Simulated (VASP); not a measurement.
# Ta2N (P-3m1) in VASP: a series of runs

The runs below take Ta2N through single point, with LDA.

All numbers are computed with VASP 6.6.1; they aren't measurements. Logs are shortened: lines on timing, memory, paths and dates and some standing lists are left out, and cuts for length are marked.

### Step 1. The cell of the first run

Symmetry: P-3m1, No. 164, trigonal system. Conventional cell: a = 3.115 Å, b = 3.115 Å, c = 4.871 Å, α = 90.00°, β = 90.00°, γ = 120.00°. Within 3.2 Å of Ta (site symmetry 3m) lie 3 N at 2.18 Å and 12 Ta at 3.00 to 3.12 Å. N (site symmetry -3m) has 6 Ta at 2.18 Å within 2.9 Å.

### Step 2. Single point, LDA (13.65 Å³/atom)

Contents of INCAR:

```
PREC = Accurate
ENCUT = 700
EDIFF = 1E-6
ISMEAR = 0
SIGMA = 0.15
LREAL = F
LASPH = T
NELM = 120
ALGO = Normal
ISIF = 2
LWAVE = F
LCHARG = F
GGA = CA
NBANDS = 22
GGA_COMPAT = F
```

Contents of KPOINTS:

```
regular mesh
0
Gamma
  18 18 10
```

Contents of POSCAR:

```
Ta2N
1.0
    3.1153018091      0.0000000000      0.0000000000
   -1.5576509046      2.6979305072      0.0000000000
    0.0000000000      0.0000000000      4.8707488354
Ta N
2 1
Direct
    0.6666666667      0.3333333333      0.7466885012
    0.3333333333      0.6666666667      0.2533114988
    0.0000000000      0.0000000000      0.0000000000
```

Potentials or basis: VASP PAW LDA potentials, release 64 (Ta_sv_GW, N).

The run is started by

```
> cat potpaw_LDA.64/Ta_sv_GW/POTCAR potpaw_LDA.64/N/POTCAR > POTCAR
> mpirun -np 1 vasp_std > vasp.out
```

OUTCAR:

```text
PREC = Accurate
   ENCUT = 700
   EDIFF = 1E-6
   ISMEAR = 0
   LREAL = F
   LASPH = T
   NELM = 120
   ISIF = 2
   GGA = CA

 ion  position               nearest neighbor table
   1  0.667  0.333  0.747-   3 2.18   3 2.18   3 2.18   2 3.00   2 3.00   2 3.00   2 3.05   2 3.05
                             2 3.05
   2  0.333  0.667  0.253-   3 2.18   3 2.18   3 2.18   1 3.00   1 3.00   1 3.00   1 3.05   1 3.05
                             1 3.05
   3  0.000  0.000  0.000-   1 2.18   2 2.18   1 2.18   2 2.18   1 2.18   2 2.18

  LATTYP: Found a hexagonal cell.
 ALAT       =     3.1153018091
 C/A-ratio  =     1.5634918008

  Lattice vectors:

 A1 = (   3.1153018091,   0.0000000000,   0.0000000000)
 A2 = (  -1.5576509046,   2.6979305072,   0.0000000000)
 A3 = (   0.0000000000,   0.0000000000,   4.8707488354)

Analysis of symmetry for initial positions (statically):
=====================================================================
 Subroutine PRICEL returns:
 Original cell was already a primitive cell.

 Routine SETGRP: Setting up the symmetry group for a
 hexagonal supercell.

 Subroutine GETGRP returns: Found 12 space group operations
 (whereof 12 operations were pure point group operations)
 out of a pool of 24 trial point group operations.

The static configuration has the point symmetry D_3d.

Analysis of symmetry for dynamics (positions and initial velocities):
=====================================================================
 Subroutine PRICEL returns:
 Original cell was already a primitive cell.

 Routine SETGRP: Setting up the symmetry group for a
 hexagonal supercell.

 Subroutine GETGRP returns: Found 12 space group operations
 (whereof 12 operations were pure point group operations)
 out of a pool of 24 trial point group operations.

The dynamic configuration has the point symmetry D_3d.

 Subroutine INISYM returns: Found 12 space group operations
 (whereof 12 operations are pure point group operations),
 and found     1 'primitive' translations

----------------------------------------------------------------------------------------

                                     Primitive cell

  volume of cell :      40.9380

  direct lattice vectors                    reciprocal lattice vectors
[... 84 lines left out ...]
   LNONCOLLINEAR =      F non collinear calculations
   LSORBIT =      F    spin-orbit coupling
   LASPH  =      T    aspherical Exc in radial PAW
   ENCUT  =  700.0 eV  51.45 Ry    7.17 a.u.   6.72  6.72 10.51*2*pi/ulx,y,z
   NELM   =    120;   NELMIN=  2; NELMDL= -5     # of ELM steps
   EDIFF  = 0.1E-05   stopping-criterion for ELM
   LREAL  =      F    real-space projection
   EDIFFG = 0.1E-04   stopping-criterion for IOM
   NSW    =      0    number of steps for IOM
   IBRION =     -1    ionic relax: 0-MD 1-quasi-New 2-CG
   NFREE  =      0    steps in history (QN), initial steepest desc. (CG)
   ISIF   =      2    stress and relaxation
   ISYM   =      2    0-nonsym 1-usesym 2-fastsym
   POTIM  = 0.5000    time-step for ionic-motion
   TEBEG  =    0.0;   TEEND  =   0.0 temperature during run
   PSTRESS=    0.0 pullay stress
   NELECT =      31.0000    total number of electrons
   NUPDOWN=      -1.0000    fix difference up-down
   EMIN   =  10.00;   EMAX   =-10.00  energy-range for DOS
   EFERMI =   0.00;   METHOD = LEGACY
   ISMEAR =     0;   SIGMA  =   0.15  broadening in eV -4-tet -1-fermi 0-gaus
   EFERMI_NEDOS =   21; number of points for ismear=-14 and -15
   IALGO  =     38    algorithm
   IMIX   =      4    mixing-type and parameters
     AMIX     =   0.40;   BMIX     =  1.00
     AMIX_MAG =   1.60;   BMIX_MAG =  1.00
  volume/ion in A,a.u.               =      13.65        92.09
  Fermi-wavevector in a.u.,A,eV,Ry     =   1.492175  2.819802 30.294558  2.226587
  Thomas-Fermi vector in A             =   2.604737
   LORBIT       =      0    0 simple, 1 ext, 2 COOP (PROOUT), +10 PAW based schemes
   GGA     = CA    functional components
   LHFCALC =     F    Hartree Fock is set to
   AEXX    =    0.0000 exact exchange contribution
   IVDW    =     0    specifies the selected vdW correction
   LEPSILON=     F    determine dielectric tensor
   LRPA    =     F    only Hartree local field effects (RPA)
 non-spin polarized calculation
 Gauss-broadening in eV      SIGMA  =   0.15
  energy-cutoff  :      700.00
  volume of cell :       40.94
 maximum number of plane-waves:      1749
 NGX is ok and might be reduce to    28
   NGX = 13   NGY = 13   NGZ = 21

 number of electron      30.9999999 magnetization

 Free energy of the ion-electron system (eV)
  ---------------------------------------------------
  ext. energy  EPLUGINS =         0.00000000
  ---------------------------------------------------
  free energy    TOTEN  =       -42.57917665 eV

  energy without entropy =      -42.56510877  energy(sigma->0) =      -42.57214271

 E-fermi :  11.5194     XC(G=0): -13.4502

 val. band max:       11.5190458691   @ k =   0.2222   0.0000   0.0000
 cond. band min:      11.5204652069   @ k =   0.1111   0.0000   0.1000
 fundamental gap:      0.0014193378
 Fermi energy:        11.5193875704

 k-point     1 :       0.0000    0.0000    0.0000
  band No.  band energies     occupation
      1     -56.7382      2.00000
      2     -56.6601      2.00000
      3     -23.9485      2.00000
      4     -23.2270      2.00000
      5     -23.2270      2.00000
      6     -23.1006      2.00000
[... 589 lines left out ...]
     21      16.1207      0.00000
     22      16.2565      0.00000

 [... further k-points ...]

------------------------ aborting loop because EDIFF is reached ----------------------------------------

  FORCE on cell =-STRESS in cart. coord.  units (eV):
  Direction    XX          YY          ZZ          XY          YZ          ZX
  --------------------------------------------------------------------------------------
  -------------------------------------------------------------------------------------
  Total       -3.5400524     -3.5400524     -3.6217261      0.0000000      0.0000000     -0.0000000
  in kB     -138.5458924   -138.5458924   -141.7423269      0.0000000      0.0000000     -0.0000000
  external PRESSURE =    -139.6113706 kB  Pullay stress =       0.0000000 kB

 VOLUME and BASIS-vectors are now :
 -----------------------------------------------------------------------------
  energy-cutoff  :      700.00
  volume of cell :       40.94
      direct lattice vectors                 reciprocal lattice vectors
     3.115301809  0.000000000  0.000000000     0.320996186  0.185327235  0.000000000
    -1.557650905  2.697930507  0.000000000     0.000000000  0.370654469  0.000000000
     0.000000000  0.000000000  4.870748835     0.000000000  0.000000000  0.205307240

 POSITION                                       TOTAL-FORCE (eV/Angst)
 -----------------------------------------------------------------------------------
      1.55765      0.89931      3.63693        -0.000000      0.000000      0.293966
     -0.00000      1.79862      1.23382         0.000000      0.000000     -0.293966
      0.00000      0.00000      0.00000        -0.000000      0.000000     -0.000000
 -----------------------------------------------------------------------------------
    total drift:                               -0.000000      0.000000      0.000000

  FREE ENERGIE OF THE ION-ELECTRON SYSTEM (eV)
  ---------------------------------------------------
  free  energy   TOTEN  =       -42.5791766507 eV

  energy  without entropy=      -42.5651087696  energy(sigma->0) =      -42.57214271
```

Wall time 4.1 min (1 thread of AMD EPYC 9R45 (Zen 5), shared host); peak memory 0.48 GiB.

What came out:

| Property | Result |
| --- | --- |
| Free energy | -42.5792 eV |
| Pressure | -14.0 GPa |
| Largest force | 0.294 eV/Å |
| Band gap on the k mesh | zero (an odd number of electrons rules out a gap without spin polarisation) |

Forces in eV/Å, atoms in the order of the input:
```
Ta   0.000  0.000  0.294
Ta   0.000  0.000 -0.294
N    0.000  0.000  0.000
```

Caveat: the cell stands under tension; spin-orbit coupling is left out, which moves the levels of the heavy elements.

### Step 3. Single point, LDA (12.26 Å³/atom)

This run uses another cell than the first one, of 12.26 Å³/atom.

Contents of INCAR:

```
SYSTEM = Ta2N
PREC = Accurate
ENCUT = 700
EDIFF = 1E-6
ISMEAR = 0
SIGMA = 0.15
LREAL = .False.
LASPH = .True.
NELM = 120
ALGO = Normal
ISIF = 2
LWAVE = .False.
LCHARG = .True.
GGA = CA
LELF = .True.
LVHAR = .True.
NBANDS = 22
GGA_COMPAT = .False.
```

Contents of KPOINTS:

```
regular mesh
0
Gamma
  18 18 10
  0 0 0
```

Contents of POSCAR:

```
Ta2N
1.0
    2.9533009287      0.0000000000      0.0000000000
   -1.4766504644      2.5576336293      0.0000000000
    0.0000000000      0.0000000000      4.8708792217
Ta N
2 1
Direct
    0.6666666667      0.3333333333      0.7466885012
    0.3333333333      0.6666666667      0.2533114988
    0.0000000000      0.0000000000      0.0000000000
```

Potentials or basis: VASP PAW LDA potentials, release 64 (Ta_sv_GW, N).

The run is started by

```
> cat potpaw_LDA.64/Ta_sv_GW/POTCAR potpaw_LDA.64/N/POTCAR > POTCAR
> mpirun -np 1 vasp_std > vasp.out
```

Run time: 4.1 min. Hardware: 1 thread of Intel Xeon 6975P-C (Granite Rapids), shared host; peak memory 0.47 GiB.

Results (log left out):

| Quantity | Value |
| --- | --- |
| Free energy | -42.4710 eV |
| Pressure | 21.1 GPa |
| Largest force | 0.969 eV/Å |
| Band gap on the k mesh | zero (an odd number of electrons rules out a gap without spin polarisation) |

Forces in eV/Å, atoms in the order of the input:
```
Ta   0.000  0.000 -0.969
Ta   0.000  0.000  0.969
N    0.000  0.000  0.000
```

Stress tensor (GPa, compression positive):
```
25.46  0.00  0.00
 0.00 25.46  0.00
 0.00  0.00 12.32
```

Levels at points of the mesh, in eV from the Fermi level:
```
           k point  band 12  band 13  band 14  band 15  band 16  band 17  band 18  band 19  band 20  band 21
(0.00, 0.00, 0.00)    -6.35    -4.78    -1.27    -0.28    -0.28     0.33     0.73     0.73     1.39     1.39
(0.50, 0.00, 0.00)    -6.72    -5.08    -2.44    -1.05     1.36     2.71     4.48     4.57     4.86     5.29
(0.00, 0.00, 0.50)    -6.52    -3.38    -2.79    -1.04    -1.04     1.74     2.58     2.58     2.76     2.76
(0.50, 0.00, 0.50)    -6.43    -3.84    -1.92    -1.89    -0.40     1.11     4.24     4.47     5.00     5.02
```

Caveat: the stress differs along the axes, from 12 to 25 GPa; spin-orbit coupling is left out, which moves the levels of the heavy elements.
